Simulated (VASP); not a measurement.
# SiC (P6_3/mmc) in VASP: a series of runs

SiC is run at these levels: PBE; tasks: single point.

Everything below comes from runs of VASP 6.6.1. Logs are shortened: lines on timing, memory, paths and dates and some standing lists are left out, and cuts for length are marked.

### 1 The cell of the first run

It takes space group P6_3/mmc (No. 194, hexagonal). Conventional cell: a = 3.137 Å, b = 3.137 Å, c = 4.933 Å, α = 90.00°, β = 90.00°, γ = 120.00°. Within 2.4 Å of Si (site symmetry -6m2) lie 3 C at 1.81 Å. Within 2.4 Å of C (site symmetry -6m2) lie 3 Si at 1.81 Å.

### 2 Single point, PBE

Input file INCAR:

```
PREC = Accurate
ENCUT = 600
EDIFF = 1E-6
ISMEAR = -1
SIGMA = 0.02
LREAL = False
LASPH = True
NELM = 120
ALGO = Normal
ISIF = 2
LWAVE = False
LCHARG = False
GGA = PE
NBANDS = 16
GGA_COMPAT = False
```

Input file KPOINTS:

```
Automatic mesh
0
Gamma
  8 8 1
```

Input file POSCAR:

```
SiC
1.0
    3.1373352533      0.0000000000      0.0000000000
   -1.5686676266      2.7170120295      0.0000000000
    0.0000000000      0.0000000000      4.9327190645
Si C
2 2
Direct
    0.3333333333      0.6666666667      0.2500000000
    0.6666666667      0.3333333333      0.7500000000
    0.6666666667      0.3333333333      0.2500000000
    0.3333333333      0.6666666667      0.7500000000
```

Potentials or basis: VASP PAW PBE potentials, release 64 (Si, C).

Command:

```
$ cat potpaw_PBE.64/Si/POTCAR potpaw_PBE.64/C/POTCAR > POTCAR
$ mpirun -np 1 vasp_std > vasp.out
```

OUTCAR:

```text
PREC = Accurate
   ENCUT = 600
   EDIFF = 1E-6
   ISMEAR = -1
   LREAL = False
   LASPH = True
   NELM = 120
   ISIF = 2
   GGA = PE

 ion  position               nearest neighbor table
   1  0.333  0.667  0.250-   3 1.81   3 1.81   3 1.81   4 2.47   4 2.47   2 3.06   2 3.06   2 3.06
                             2 3.06   2 3.06   2 3.06
   2  0.667  0.333  0.750-   4 1.81   4 1.81   4 1.81   3 2.47   3 2.47   1 3.06   1 3.06   1 3.06
                             1 3.06   1 3.06   1 3.06
   3  0.667  0.333  0.250-   1 1.81   1 1.81   1 1.81   2 2.47   2 2.47
   4  0.333  0.667  0.750-   2 1.81   2 1.81   2 1.81   1 2.47   1 2.47

  LATTYP: Found a hexagonal cell.
 ALAT       =     3.1373352533
 C/A-ratio  =     1.5722639330

  Lattice vectors:

 A1 = (   3.1373352533,   0.0000000000,   0.0000000000)
 A2 = (  -1.5686676266,   2.7170120295,   0.0000000000)
 A3 = (   0.0000000000,   0.0000000000,   4.9327190645)

Analysis of symmetry for initial positions (statically):
=====================================================================
 Subroutine PRICEL returns:
 Original cell was already a primitive cell.

 Routine SETGRP: Setting up the symmetry group for a
 hexagonal supercell.

 Subroutine GETGRP returns: Found 24 space group operations
 (whereof 12 operations were pure point group operations)
 out of a pool of 24 trial point group operations.

The static configuration has the point symmetry D_3d.
 The point group associated with its full space group is D_6h.

Analysis of symmetry for dynamics (positions and initial velocities):
=====================================================================
 Subroutine PRICEL returns:
 Original cell was already a primitive cell.

 Routine SETGRP: Setting up the symmetry group for a
 hexagonal supercell.

 Subroutine GETGRP returns: Found 24 space group operations
 (whereof 12 operations were pure point group operations)
 out of a pool of 24 trial point group operations.

The dynamic configuration has the point symmetry D_3d.
 The point group associated with its full space group is D_6h.

 Subroutine INISYM returns: Found 24 space group operations
 (whereof 12 operations are pure point group operations),
 and found     1 'primitive' translations

----------------------------------------------------------------------------------------

                                     Primitive cell

  volume of cell :      42.0474

  direct lattice vectors                    reciprocal lattice vectors
     3.137335253  0.000000000  0.000000000     0.318741836  0.184025685  0.000000000
    -1.568667627  2.717012030  0.000000000     0.000000000  0.368051370  0.000000000
     0.000000000  0.000000000  4.932719064     0.000000000  0.000000000  0.202727945

  length of vectors
     3.137335253  3.137335253  4.932719064     0.368051370  0.368051370  0.202727945

  position of ions in fractional coordinates (direct lattice)
     0.333333333  0.666666667  0.250000000
     0.666666667  0.333333333  0.750000000
     0.666666667  0.333333333  0.250000000
     0.333333333  0.666666667  0.750000000

  ion indices of the primitive-cell ions
   primitive index   ion index
                 1           1
                 2           2
                 3           3
                 4           4

----------------------------------------------------------------------------------------

 KPOINTS: Automatic mesh

Automatic generation of k-mesh.
 Grid dimensions read from file:
 generate k-points for:    8    8    1

 Generating k-lattice:

  Cartesian coordinates                     Fractional coordinates (reciprocal lattice)
     0.039842730  0.023003211  0.000000000     0.125000000  0.000000000  0.000000000
     0.000000000  0.046006421  0.000000000     0.000000000  0.125000000  0.000000000
     0.000000000  0.000000000  0.202727945     0.000000000  0.000000000  1.000000000

  Length of vectors
     0.046006421  0.046006421  0.202727945

  Shift w.r.t. Gamma in fractional coordinates (k-lattice)
     0.000000000  0.000000000  0.000000000

 Subroutine IBZKPT returns following result:
 ===========================================

 Found     10 irreducible k-points:

 Following reciprocal coordinates:
            Coordinates               Weight
  0.000000  0.000000  0.000000      1.000000
  0.125000  0.000000  0.000000      6.000000
  0.250000  0.000000  0.000000      6.000000
  0.375000 -0.000000  0.000000      6.000000
  0.500000  0.000000  0.000000      3.000000
  0.125000  0.125000  0.000000      6.000000
  0.250000  0.125000  0.000000     12.000000
  0.375000  0.125000  0.000000     12.000000
  0.250000  0.250000  0.000000      6.000000
  0.375000  0.250000  0.000000      6.000000
   k-points           NKPTS =     10   k-points in BZ     NKDIM =     10   number of bands    NBANDS=     16
   number of dos      NEDOS =    301   number of ions     NIONS =      4
   total plane-waves  NPLWV =  31360
   dimension x,y,z NGX =    28 NGY =   28 NGZ =   40
   dimension x,y,z NGXF=    56 NGYF=   56 NGZF=   80
   ions per type =               2   2
   NGX,Y,Z   is equivalent  to a cutoff of  14.84, 14.84, 13.48 a.u.
   NGXF,Y,Z  is equivalent  to a cutoff of  29.67, 29.67, 26.96 a.u.
 SYSTEM =  unknown system
   PREC   = accura    normal or accurate (medium, high low for compatibility)
   ISTART =      0    job   : 0-new  1-cont  2-samecut
   ICHARG =      2    charge: 1-file 2-atom 10-const
   ISPIN  =      1    spin polarized calculation?
   LNONCOLLINEAR =      F non collinear calculations
   LSORBIT =      F    spin-orbit coupling
   LASPH  =      T    aspherical Exc in radial PAW
   ENCUT  =  600.0 eV  44.10 Ry    6.64 a.u.   6.27  6.27  9.85*2*pi/ulx,y,z
   NELM   =    120;   NELMIN=  2; NELMDL= -5     # of ELM steps
   EDIFF  = 0.1E-05   stopping-criterion for ELM
   LREAL  =      F    real-space projection
   EDIFFG = 0.1E-04   stopping-criterion for IOM
   NSW    =      0    number of steps for IOM
   IBRION =     -1    ionic relax: 0-MD 1-quasi-New 2-CG
   NFREE  =      0    steps in history (QN), initial steepest desc. (CG)
   ISIF   =      2    stress and relaxation
   ISYM   =      2    0-nonsym 1-usesym 2-fastsym
   POTIM  = 0.5000    time-step for ionic-motion
   TEBEG  =    0.0;   TEEND  =   0.0 temperature during run
   PSTRESS=    0.0 pullay stress
   NELECT =      16.0000    total number of electrons
   NUPDOWN=      -1.0000    fix difference up-down
   EMIN   =  10.00;   EMAX   =-10.00  energy-range for DOS
   EFERMI =   0.00;   METHOD = LEGACY
   ISMEAR =    -1;   SIGMA  =   0.02  broadening in eV -4-tet -1-fermi 0-gaus
   EFERMI_NEDOS =   21; number of points for ismear=-14 and -15
   IALGO  =     38    algorithm
   IMIX   =      4    mixing-type and parameters
     AMIX     =   0.40;   BMIX     =  1.00
     AMIX_MAG =   1.60;   BMIX_MAG =  1.00
  volume/ion in A,a.u.               =      10.51        70.94
  Fermi-wavevector in a.u.,A,eV,Ry     =   1.186320  2.241820 19.148231  1.407355
  Thomas-Fermi vector in A             =   2.322495
   LORBIT       =      0    0 simple, 1 ext, 2 COOP (PROOUT), +10 PAW based schemes
   GGA     = PE    functional components
   LHFCALC =     F    Hartree Fock is set to
   AEXX    =    0.0000 exact exchange contribution
   IVDW    =     0    specifies the selected vdW correction
   LEPSILON=     F    determine dielectric tensor
   LRPA    =     F    only Hartree local field effects (RPA)
 non-spin polarized calculation
  energy-cutoff  :      600.00
  volume of cell :       42.05
 maximum number of plane-waves:      1411
 NGX is ok and might be reduce to    28
   NGX = 13   NGY = 13   NGZ = 19

 number of electron      16.0000000 magnetization

 Free energy of the ion-electron system (eV)
  ---------------------------------------------------
  ext. energy  EPLUGINS =         0.00000000
  ---------------------------------------------------
  free energy    TOTEN  =       -29.24771283 eV

  energy without entropy =      -29.24638689  energy(sigma->0) =      -29.24704986

 E-fermi :  10.1610     XC(G=0): -11.2987

 val. band max:       10.0169454534   @ k =   0.1250   0.0000   0.0000
 cond. band min:      10.1763739883   @ k =   0.5000   0.0000   0.0000
 fundamental gap:      0.1594285348
 Fermi energy:        10.1609853060

 k-point     1 :       0.0000    0.0000    0.0000
  band No.  band energies     occupation
      1      -7.4475      2.00000
      2      -4.0129      2.00000
      3       0.6028      2.00000
      4       5.7846      2.00000
      5       5.7846      2.00000
      6       7.0283      2.00000
[... 8 lines left out ...]
     15      16.6015      0.00000
     16      18.1999      0.00000

 k-point     2 :       0.1250    0.0000    0.0000
  band No.  band energies     occupation
      1      -7.1880      2.00000
      2      -3.7911      2.00000
      3       0.8648      2.00000
      4       4.5265      2.00000
      5       5.4148      2.00000
      6       6.1991      2.00000
[... 8 lines left out ...]
     15      16.8296      0.00000
     16      19.2646      0.00000

 k-point     3 :       0.2500    0.0000    0.0000
  band No.  band energies     occupation
      1      -6.4262      2.00000
      2      -3.1749      2.00000
      3       1.6337      2.00000
      4       2.2050      2.00000
      5       4.3979      2.00000
      6       4.7274      2.00000
[... 8 lines left out ...]
     15      17.8586      0.00000
     16      17.9577      0.00000
[... 96 lines left out ...]
 k-point     9 :       0.2500    0.2500    0.0000
  band No.  band energies     occupation
      1      -4.5697      2.00000
      2      -2.3346      2.00000
      3       0.6080      2.00000
      4       1.6622      2.00000
      5       2.7737      2.00000
      6       3.5162      2.00000
[... 8 lines left out ...]
     15      17.4392      0.00000
     16      20.5988      0.00000

 k-point    10 :       0.3750    0.2500    0.0000
  band No.  band energies     occupation
      1      -3.5743      2.00000
      2      -2.7667      2.00000
      3       0.6809      2.00000
      4       1.5750      2.00000
      5       1.5918      2.00000
      6       3.9166      2.00000
[... 8 lines left out ...]
     15      18.3399      0.00000
     16      20.2810      0.00000

------------------------ aborting loop because EDIFF is reached ----------------------------------------

  FORCE on cell =-STRESS in cart. coord.  units (eV):
  Direction    XX          YY          ZZ          XY          YZ          ZX
  --------------------------------------------------------------------------------------
  -------------------------------------------------------------------------------------
  Total        4.2835461      4.2835461     -6.0679666      0.0000000     -0.0000000      0.0000000
  in kB      163.2206703    163.2206703   -231.2144072      0.0000000     -0.0000000      0.0000000
  external PRESSURE =      31.7423112 kB  Pullay stress =       0.0000000 kB

 VOLUME and BASIS-vectors are now :
 -----------------------------------------------------------------------------
  energy-cutoff  :      600.00
  volume of cell :       42.05
      direct lattice vectors                 reciprocal lattice vectors
     3.137335253  0.000000000  0.000000000     0.318741836  0.184025685  0.000000000
    -1.568667627  2.717012030  0.000000000     0.000000000  0.368051370  0.000000000
     0.000000000  0.000000000  4.932719064     0.000000000  0.000000000  0.202727945

 POSITION                                       TOTAL-FORCE (eV/Angst)
 -----------------------------------------------------------------------------------
     -0.00000      1.81134      1.23318         0.000000      0.000000     -0.000000
      1.56867      0.90567      3.69954        -0.000000     -0.000000     -0.000000
      1.56867      0.90567      1.23318         0.000000     -0.000000      0.000000
     -0.00000      1.81134      3.69954        -0.000000      0.000000      0.000000
 -----------------------------------------------------------------------------------
    total drift:                               -0.000000      0.000000      0.000000

  FREE ENERGIE OF THE ION-ELECTRON SYSTEM (eV)
  ---------------------------------------------------
  free  energy   TOTEN  =       -29.2477128316 eV

  energy  without entropy=      -29.2463868866  energy(sigma->0) =      -29.24704986
```

Run time: 11 s. Hardware: 1 thread of Intel Xeon 6975P-C, shared host; peak memory 0.16 GiB.

What came out:

```
Free energy            : -29.2477 eV
Pressure               : 3.2 GPa
Band gap on the k mesh : zero (band 8 reaches 10.22 eV, above the bottom of band 9 at 10.18 eV)
```

Levels at points of the mesh, in eV from the Fermi level:
```csv
k point,band 6,band 7,band 8,band 9,band 10,band 11
"(0.00, 0.00, 0.00)",-3.13,-3.13,0.06,1.68,3.69,4.03
"(0.50, 0.00, 0.00)",-6.16,-4.25,-4.06,0.02,3.14,4.03
```

Caveat: the k points lie up to 1.27 Å⁻¹ apart.

### 3 Single point, PBE

Input file INCAR:

```
SYSTEM = SiC
ALGO     = Normal         ! electronic algorithm
EDIFF    = 1E-6           ! SCF threshold, eV
ENCUT    = 600            ! plane-wave cutoff, eV
GGA      = PE             ! functional
GGA_COMPAT= .FALSE.      
ISIF     = 2              ! what is computed and relaxed
ISMEAR   = -1             ! smearing method
LASPH    = .TRUE.         ! aspherical terms in the spheres
LCHARG   = .FALSE.        ! write CHGCAR
LREAL    = .FALSE.        ! projectors in reciprocal space
LWAVE    = .FALSE.        ! write WAVECAR
NBANDS   = 16             ! bands
NELM     = 120            ! most SCF steps
PREC     = Accurate       ! precision mode
SIGMA    = 0.02           ! smearing width, eV
```

Input file KPOINTS:

```
k-points
0
G
  6 6 4
  0 0 0
```

POSCAR is that of step 2.

Potentials or basis: VASP PAW PBE potentials, release 64 (Si, C).

Command:

```
$ cat potpaw_PBE.64/Si/POTCAR potpaw_PBE.64/C/POTCAR > POTCAR
$ mpirun -np 1 vasp_std > vasp.out
```

Run time: 19 s. Hardware: 1 thread of Intel Xeon 6975P-C, shared host; peak memory 0.17 GiB.

Results (log left out):

```yaml
Free_energy: -28.2962 eV
Pressure: 3.6 GPa
Band_gap_on_the_k_mesh: zero (band 8 reaches 10.29 eV, above the bottom of band 9 at 10.17 eV)
```

Stress tensor (GPa, compression positive):
```
5.25 0.00 0.00
0.00 5.25 0.00
0.00 0.00 0.36
```

Levels at points of the mesh, in eV from the Fermi level:
| k point | band 4 | band 5 | band 6 | band 7 | band 8 | band 9 | band 10 | band 11 | band 12 | band 13 |
| --- | --- | --- | --- | --- | --- | --- | --- | --- | --- | --- |
| (0.00, 0.00, 0.00) | -4.31 | -4.31 | -3.05 | -3.05 | 0.14 | 1.68 | 3.74 | 4.03 | 4.03 | 5.93 |
| (0.50, 0.00, 0.00) | -8.80 | -6.40 | -6.11 | -4.18 | -4.04 | 0.01 | 3.17 | 4.07 | 6.58 | 7.08 |
| (0.00, 0.00, 0.50) | -5.16 | -3.72 | -3.72 | -3.72 | -3.72 | 2.98 | 2.98 | 4.62 | 4.62 | 4.62 |
| (0.50, 0.00, 0.50) | -10.60 | -5.28 | -5.28 | -2.92 | -2.92 | 1.48 | 1.48 | 1.80 | 1.80 | 9.56 |

Caveat: the k points lie up to 0.39 Å⁻¹ apart.
